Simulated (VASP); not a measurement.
Write the native input for VASP 6.6.1 that does the following.

* Task: relaxation of cell and atoms
* Functional: r2SCAN
* Potentials or basis: VASP PAW PBE potentials, release 64 (H)
* Cutoff: 600 eV
* k mesh: 8 × 8 × 8
* Occupations: gaussian, width 0.1 eV
* Spin: no spin polarisation
* Dipole correction: no
* Further INCAR settings: ALGO = Normal; EDIFF = 1e-06; IBRION = 2; EDIFFG = -0.04; NSW = 90; ISIF = 3

The system is H.

```xyz
1
Lattice="0.0000 1.7207 1.7207 1.7207 0.0000 1.7207 1.7207 1.7207 0.0000" Properties=species:S:1:pos:R:3 pbc="T T T"
H     0.0000    0.0000    0.0000
```

These files were run (other wordings do the same):

POSCAR

```
H
1.0
    0.0000000000      1.7206578369      1.7206578369
    1.7206578369      0.0000000000      1.7206578369
    1.7206578369      1.7206578369      0.0000000000
H
1
Direct
    0.0000000000      0.0000000000      0.0000000000
```

INCAR.step1

```
SYSTEM = H
PREC = Accurate ; ENCUT = 600
ISMEAR = 0 ; SIGMA = 0.1
LREAL = .FALSE. ; LASPH = .TRUE.
NELM = 100 ; GGA = PE
ALGO = Normal ; EDIFF = 1E-4
LWAVE = .TRUE. ; LCHARG = .FALSE.
```

INCAR.step2

```
SYSTEM = H
PREC = Accurate ; ENCUT = 600
EDIFF = 1E-6 ; ISMEAR = 0
SIGMA = 0.1 ; LREAL = .FALSE.
LASPH = .TRUE. ; NELM = 100
ALGO = Normal ; ISIF = 3
LWAVE = .FALSE. ; LCHARG = .FALSE.
METAGGA = R2SCAN ; LMIXTAU = .TRUE.
IBRION = 2 ; NSW = 90
EDIFFG = -0.04 ; ISTART = 1
```

KPOINTS

```
regular mesh
0
G
  8 8 8
  0 0 0
```

Potentials or basis: VASP PAW PBE potentials, release 64 (H).

The run is started by

```bash
$ cat potpaw_PBE.64/H/POTCAR > POTCAR
$ cp INCAR.step1 INCAR
$ mpirun -np 1 vasp_std > vasp.out
$ cp INCAR.step2 INCAR
$ mpirun -np 1 vasp_std > vasp.out
```

It gave:

```yaml
Relaxed_volume: 2.95 Å³/atom
Relaxed_cell: a = 1.610 Å, b = 1.610 Å, c = 1.610 Å, α = 60.00°, β = 60.00°, γ = 60.00°
Space_group_after_relaxing_to_0.05_Å: Fm-3m (No. 225)
Energy_gained_by_relaxing: 917.6 meV/atom
Ionic_steps: 8
Pressure_after_relaxing: -0.4 GPa
```

Caveat: the k points lie up to 0.60 Å⁻¹ apart in the final cell; the volume moved by over 15 % at a fixed basis, so the end points are rough; the PAW data sets were made with another functional, which shifts forces and pressure a little.

Run time: 27 s on 1 thread of AMD EPYC 9R45 96-Core Processor (Zen 5), on a shared host, peak memory 0.09 GiB.
